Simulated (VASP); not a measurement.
# BaTiO3 (P4/mmm) in VASP: single point with PBE

Aim: the single point of BaTiO3 with PBE.

Everything below comes from runs of VASP 6.6.1. Logs are shortened: lines on timing, memory, paths and dates and some standing lists are left out, and cuts for length are marked.

### Step 1. The cell of the first run

Symmetry: P4/mmm, No. 123, tetragonal system. The conventional cell has a = 3.894 Å, b = 3.894 Å, c = 4.283 Å, α = 90.00°, β = 90.00°, γ = 90.00°. Ba (site symmetry 4/mmm) has 12 O at 2.75 to 2.89 Å and 8 Ti at 3.49 Å within 3.6 Å. Within 2.6 Å of Ti (site symmetry 4/mmm) lie 6 O at 1.95 to 2.14 Å. Within 2.9 Å of O (site symmetry 4/mmm) lie 2 Ti at 2.14 Å and 4 Ba at 2.75 Å and 8 O at 2.89 Å. Within 2.6 Å of O (site symmetry mmm) lie 2 Ti at 1.95 Å.

### Step 2. Single point, PBE

INCAR reads:

```
PREC = Accurate
ENCUT = 1340
EDIFF = 1E-6
ISMEAR = 0
SIGMA = 0.05
LREAL = F
LASPH = T
NELM = 120
ALGO = Normal
ISIF = 2
LWAVE = F
LCHARG = F
GGA = PE
NBANDS = 28
GGA_COMPAT = F
```

KPOINTS reads:

```
Automatic mesh
0
Gamma
  8 8 8
```

POSCAR reads:

```
BaTiO3
1.0
    3.8935476923      0.0000000000      0.0000000000
    0.0000000000      3.8935476923      0.0000000000
    0.0000000000      0.0000000000      4.2829551653
Ba Ti O
1 1 3
Direct
    0.0000000000      0.0000000000      0.0000000000
    0.5000000000      0.5000000000      0.5000000000
    0.5000000000      0.5000000000      0.0000000000
    0.5000000000      0.0000000000      0.5000000000
    0.0000000000      0.5000000000      0.5000000000
```

Potentials or basis: VASP PAW PBE potentials, release 64 (Ba_sv, Ti_sv, O_h).

Launch:

```bash
cat potpaw_PBE.64/Ba_sv/POTCAR potpaw_PBE.64/Ti_sv/POTCAR potpaw_PBE.64/O_h/POTCAR > POTCAR
mpirun -np 1 vasp_std > vasp.out
```

OUTCAR:

```text
PREC = Accurate
   ENCUT = 1340
   EDIFF = 1E-6
   ISMEAR = 0
   LREAL = F
   LASPH = T
   NELM = 120
   ISIF = 2
   GGA = PE

 ion  position               nearest neighbor table
   1  0.000  0.000  0.000-   3 2.75   3 2.75   3 2.75   3 2.75   5 2.89   4 2.89   5 2.89   5 2.89
                             5 2.89   4 2.89   4 2.89   4 2.89   2 3.49   2 3.49   2 3.49   2 3.49
   2  0.500  0.500  0.500-   4 1.95   5 1.95   4 1.95   5 1.95   3 2.14   3 2.14   1 3.49   1 3.49
                             1 3.49   1 3.49   1 3.49   1 3.49   1 3.49   1 3.49
   3  0.500  0.500  0.000-   2 2.14   2 2.14   1 2.75   1 2.75   1 2.75   1 2.75
   4  0.500  0.000  0.500-   2 1.95   2 1.95   1 2.89   1 2.89   1 2.89   1 2.89
   5  0.000  0.500  0.500-   2 1.95   2 1.95   1 2.89   1 2.89   1 2.89   1 2.89

  LATTYP: Found a simple tetragonal cell.
 ALAT       =     3.8935476923
 C/A-ratio  =     1.1000135362

  Lattice vectors:

 A1 = (   3.8935476923,   0.0000000000,   0.0000000000)
 A2 = (   0.0000000000,   3.8935476923,   0.0000000000)
 A3 = (   0.0000000000,   0.0000000000,   4.2829551653)

Analysis of symmetry for initial positions (statically):
=====================================================================
 Subroutine PRICEL returns:
 Original cell was already a primitive cell.

 Routine SETGRP: Setting up the symmetry group for a
 simple tetragonal supercell.

 Subroutine GETGRP returns: Found 16 space group operations
 (whereof 16 operations were pure point group operations)
 out of a pool of 16 trial point group operations.

The static configuration has the point symmetry D_4h.

Analysis of symmetry for dynamics (positions and initial velocities):
=====================================================================
 Subroutine PRICEL returns:
 Original cell was already a primitive cell.

 Routine SETGRP: Setting up the symmetry group for a
 simple tetragonal supercell.

 Subroutine GETGRP returns: Found 16 space group operations
 (whereof 16 operations were pure point group operations)
 out of a pool of 16 trial point group operations.

The dynamic configuration has the point symmetry D_4h.

 Subroutine INISYM returns: Found 16 space group operations
 (whereof 16 operations are pure point group operations),
 and found     1 'primitive' translations

----------------------------------------------------------------------------------------

                                     Primitive cell

  volume of cell :      64.9284

  direct lattice vectors                    reciprocal lattice vectors
     3.893547692  0.000000000  0.000000000     0.256835174  0.000000000  0.000000000
     0.000000000  3.893547692  0.000000000     0.000000000  0.256835174  0.000000000
     0.000000000  0.000000000  4.282955165     0.000000000  0.000000000  0.233483649

  length of vectors
     3.893547692  3.893547692  4.282955165     0.256835174  0.256835174  0.233483649

  position of ions in fractional coordinates (direct lattice)
     0.000000000  0.000000000  0.000000000
     0.500000000  0.500000000  0.500000000
     0.500000000  0.500000000  0.000000000
     0.500000000  0.000000000  0.500000000
     0.000000000  0.500000000  0.500000000

  ion indices of the primitive-cell ions
   primitive index   ion index
                 1           1
                 2           2
                 3           3
                 4           4
                 5           5

----------------------------------------------------------------------------------------

 KPOINTS: Automatic mesh

Automatic generation of k-mesh.
 Grid dimensions read from file:
 generate k-points for:    8    8    8

 Generating k-lattice:

  Cartesian coordinates                     Fractional coordinates (reciprocal lattice)
     0.032104397  0.000000000  0.000000000     0.125000000  0.000000000  0.000000000
     0.000000000  0.032104397  0.000000000     0.000000000  0.125000000  0.000000000
     0.000000000  0.000000000  0.029185456     0.000000000  0.000000000  0.125000000

  Length of vectors
     0.032104397  0.032104397  0.029185456

  Shift w.r.t. Gamma in fractional coordinates (k-lattice)
     0.000000000  0.000000000  0.000000000

 Subroutine IBZKPT returns following result:
 ===========================================

 Found     75 irreducible k-points:

 Following reciprocal coordinates:
            Coordinates               Weight
  0.000000  0.000000  0.000000      1.000000
  0.125000  0.000000  0.000000      4.000000
  0.250000  0.000000  0.000000      4.000000
  0.375000  0.000000  0.000000      4.000000
  0.500000  0.000000  0.000000      2.000000
  0.125000  0.125000  0.000000      4.000000
[... 16 lines left out ...]
  0.375000  0.125000  0.125000     16.000000
  0.500000  0.125000  0.125000      8.000000
 [... further k-points ...]
   k-points           NKPTS =     75   k-points in BZ     NKDIM =     75   number of bands    NBANDS=     28
   number of dos      NEDOS =    301   number of ions     NIONS =      5
   total plane-waves  NPLWV = 124416
   dimension x,y,z NGX =    48 NGY =   48 NGZ =   54
   dimension x,y,z NGXF=    96 NGYF=   96 NGZF=  108
   ions per type =               1   1   3
   NGX,Y,Z   is equivalent  to a cutoff of  20.49, 20.49, 20.96 a.u.
   NGXF,Y,Z  is equivalent  to a cutoff of  40.99, 40.99, 41.92 a.u.
 SYSTEM =  unknown system
   PREC   = accura    normal or accurate (medium, high low for compatibility)
   ISTART =      0    job   : 0-new  1-cont  2-samecut
   ICHARG =      2    charge: 1-file 2-atom 10-const
   ISPIN  =      1    spin polarized calculation?
   LNONCOLLINEAR =      F non collinear calculations
   LSORBIT =      F    spin-orbit coupling
   LASPH  =      T    aspherical Exc in radial PAW
   ENCUT  = 1340.0 eV  98.49 Ry    9.92 a.u.  11.62 11.62 12.78*2*pi/ulx,y,z
   NELM   =    120;   NELMIN=  2; NELMDL= -5     # of ELM steps
   EDIFF  = 0.1E-05   stopping-criterion for ELM
   LREAL  =      F    real-space projection
   EDIFFG = 0.1E-04   stopping-criterion for IOM
   NSW    =      0    number of steps for IOM
   IBRION =     -1    ionic relax: 0-MD 1-quasi-New 2-CG
   NFREE  =      0    steps in history (QN), initial steepest desc. (CG)
   ISIF   =      2    stress and relaxation
   ISYM   =      2    0-nonsym 1-usesym 2-fastsym
   POTIM  = 0.5000    time-step for ionic-motion
   TEBEG  =    0.0;   TEEND  =   0.0 temperature during run
   PSTRESS=    0.0 pullay stress
   NELECT =      40.0000    total number of electrons
   NUPDOWN=      -1.0000    fix difference up-down
   EMIN   =  10.00;   EMAX   =-10.00  energy-range for DOS
   EFERMI =   0.00;   METHOD = LEGACY
   ISMEAR =     0;   SIGMA  =   0.05  broadening in eV -4-tet -1-fermi 0-gaus
   EFERMI_NEDOS =   21; number of points for ismear=-14 and -15
   IALGO  =     38    algorithm
   IMIX   =      4    mixing-type and parameters
     AMIX     =   0.40;   BMIX     =  1.00
     AMIX_MAG =   1.60;   BMIX_MAG =  1.00
  volume/ion in A,a.u.               =      12.99        87.63
  Fermi-wavevector in a.u.,A,eV,Ry     =   1.392996  2.632381 26.401274  1.940439
  Thomas-Fermi vector in A             =   2.516685
   LORBIT       =      0    0 simple, 1 ext, 2 COOP (PROOUT), +10 PAW based schemes
   GGA     = PE    functional components
   LHFCALC =     F    Hartree Fock is set to
   AEXX    =    0.0000 exact exchange contribution
   IVDW    =     0    specifies the selected vdW correction
   LEPSILON=     F    determine dielectric tensor
   LRPA    =     F    only Hartree local field effects (RPA)
 non-spin polarized calculation
 Gauss-broadening in eV      SIGMA  =   0.05
  energy-cutoff  :     1340.00
  volume of cell :       64.93
 maximum number of plane-waves:      7260
 NGX is ok and might be reduce to    48
   NGX = 23   NGY = 23   NGZ = 25

 number of electron      40.0000002 magnetization

 Free energy of the ion-electron system (eV)
  ---------------------------------------------------
  ext. energy  EPLUGINS =         0.00000000
  ---------------------------------------------------
  free energy    TOTEN  =       -39.79477087 eV

  energy without entropy =      -39.79477087  energy(sigma->0) =      -39.79477087

 E-fermi :   4.4503     XC(G=0): -11.1914

 val. band max:        4.2280142142   @ k =   0.5000   0.5000   0.5000
 cond. band min:       5.7797636059   @ k =   0.0000   0.0000   0.0000
 fundamental gap:      1.5517493917
 Fermi energy:         4.4503129417

 k-point     1 :       0.0000    0.0000    0.0000
  band No.  band energies     occupation
      1     -52.5682      2.00000
      2     -28.7863      2.00000
      3     -28.7863      2.00000
      4     -28.7782      2.00000
      5     -20.7529      2.00000
      6     -12.9448      2.00000
[... 20 lines left out ...]
     27       9.6291      0.00000
     28      11.4211      0.00000

 k-point     2 :       0.1250    0.0000    0.0000
  band No.  band energies     occupation
      1     -52.5680      2.00000
      2     -28.7970      2.00000
      3     -28.7858      2.00000
      4     -28.7778      2.00000
      5     -20.7328      2.00000
      6     -12.9097      2.00000
[... 20 lines left out ...]
     27       9.9544      0.00000
     28      11.8253      0.00000

 k-point     3 :       0.2500    0.0000    0.0000
  band No.  band energies     occupation
      1     -52.5675      2.00000
      2     -28.8227      2.00000
      3     -28.7848      2.00000
      4     -28.7767      2.00000
      5     -20.6836      2.00000
      6     -12.8834      2.00000
[... 20 lines left out ...]
     27      10.7376      0.00000
     28      12.3211      0.00000

 k-point     4 :       0.3750    0.0000    0.0000
  band No.  band energies     occupation
      1     -52.5669      2.00000
      2     -28.8483      2.00000
      3     -28.7838      2.00000
      4     -28.7757      2.00000
      5     -20.6332      2.00000
      6     -12.9309      2.00000
[... 578 lines left out ...]
     27      11.0697      0.00000
     28      12.3803      0.00000

 k-point    23 :       0.3750    0.1250    0.1250
  band No.  band energies     occupation
      1     -52.5667      2.00000
      2     -28.8475      2.00000
      3     -28.7943      2.00000
      4     -28.7783      2.00000
      5     -20.6127      2.00000
      6     -12.8081      2.00000
[... 20 lines left out ...]
     27      11.8241      0.00000
     28      12.5936      0.00000

 k-point    24 :       0.5000    0.1250    0.1250
  band No.  band energies     occupation
      1     -52.5665      2.00000
      2     -28.8579      2.00000
      3     -28.7938      2.00000
      4     -28.7778      2.00000
      5     -20.5932      2.00000
      6     -12.8267      2.00000
[... 20 lines left out ...]
     27      12.0974      0.00000
     28      12.7526      0.00000

 [... further k-points ...]

------------------------ aborting loop because EDIFF is reached ----------------------------------------

  FORCE on cell =-STRESS in cart. coord.  units (eV):
  Direction    XX          YY          ZZ          XY          YZ          ZX
  --------------------------------------------------------------------------------------
  -------------------------------------------------------------------------------------
  Total        3.6811895      3.6811895     -2.9266479      0.0000000     -0.0000000      0.0000000
  in kB       90.8373037     90.8373037    -72.2181791      0.0000000     -0.0000000      0.0000000
  external PRESSURE =      36.4854761 kB  Pullay stress =       0.0000000 kB

 VOLUME and BASIS-vectors are now :
 -----------------------------------------------------------------------------
  energy-cutoff  :     1340.00
  volume of cell :       64.93
      direct lattice vectors                 reciprocal lattice vectors
     3.893547692  0.000000000  0.000000000     0.256835174  0.000000000  0.000000000
     0.000000000  3.893547692  0.000000000     0.000000000  0.256835174  0.000000000
     0.000000000  0.000000000  4.282955165     0.000000000  0.000000000  0.233483649

 POSITION                                       TOTAL-FORCE (eV/Angst)
 -----------------------------------------------------------------------------------
      0.00000      0.00000      0.00000         0.000000      0.000000      0.000000
      1.94677      1.94677      2.14148         0.000000      0.000000      0.000000
      1.94677      1.94677      0.00000         0.000000      0.000000      0.000000
      1.94677      0.00000      2.14148         0.000000      0.000000      0.000000
      0.00000      1.94677      2.14148         0.000000      0.000000      0.000000
 -----------------------------------------------------------------------------------
    total drift:                                0.000000     -0.000000     -0.000000

  FREE ENERGIE OF THE ION-ELECTRON SYSTEM (eV)
  ---------------------------------------------------
  free  energy   TOTEN  =       -39.7947708711 eV

  energy  without entropy=      -39.7947708711  energy(sigma->0) =      -39.79477087
```

Wall time 9.4 min (1 thread of Intel Xeon Platinum 8259CL at 2.50GHz (Skylake/Cascade Lake), shared host); peak memory 0.75 GiB.

What came out:

| Item | Value |
| --- | --- |
| Free energy | -39.7948 eV |
| Pressure | 3.6 GPa |
| Band gap on the k mesh | 1.55 eV (least direct gap 1.79 eV) |

Levels at points of the mesh, in eV from the valence-band top:
```csv
k point,band 16,band 17,band 18,band 19,band 20,band 21,band 22,band 23,band 24,band 25
"(0.00, 0.00, 0.00)",-1.04,-1.04,-0.37,-0.23,-0.23,1.55,1.55,1.71,3.29,4.07
"(0.50, 0.00, 0.00)",-2.27,-2.13,-1.90,-0.95,-0.79,1.74,3.44,3.56,3.61,5.99
"(0.50, 0.50, 0.00)",-3.18,-1.79,-0.51,-0.51,-0.04,3.57,3.57,3.96,4.09,7.96
"(0.00, 0.00, 0.50)",-2.00,-1.31,-1.31,-0.77,-0.77,1.80,2.83,2.83,4.09,5.31
"(0.50, 0.00, 0.50)",-2.38,-1.84,-1.33,-1.27,-0.44,2.84,3.61,3.69,4.78,6.97
"(0.50, 0.50, 0.50)",-2.44,-2.44,-0.12,-0.12,0.00,3.91,3.91,4.29,6.25,6.25
```

Caveat: the stress differs along the axes, from -7 to 9 GPa; spin-orbit coupling is left out, which moves the levels of the heavy elements. A k mesh can miss the band edges.
